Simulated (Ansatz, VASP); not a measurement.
## One calculation of CdF2, two programs

```
CELL_PARAMETERS angstrom
2.69400 2.69400 0.00000
-2.69400 2.69400 0.00000
0.00000 2.69400 2.69400
ATOMIC_POSITIONS crystal
Cd 0.00000 0.00000 0.00000
F 0.25000 0.75000 0.50000
F 0.75000 0.25000 0.50000
```

Alike in both runs: functional r2SCAN; k mesh 12 × 12 × 12; occupations fermi-dirac, width 0.1 eV; no spin polarisation.

Ansatz relaxed the structure, and its values are those at the end. VASP's run is a single point on that final structure, the one shown.

|  | VASP | Ansatz |
| --- | --- | --- |
| version | VASP 6.6.1 | Ansatz 0.2.0 |
| potentials or method | VASP PAW PBE potentials, release 64 (Cd, F) | PAW with Ansatz's default frozen-core files, scalar-relativistic |
| plane-wave cutoff (eV) | 520 | 500 |
| valence electrons in the cell | 26 | 34 |

```csv
,VASP,Ansatz,Ansatz less VASP
pressure (GPa),1.0,0.0,-0.99
```

VASP's potentials were made for PBE, not for r2SCAN. VASP's potentials hold 26 valence electrons a cell and Ansatz's 34, so a difference there can come from the potentials and not from the codes.
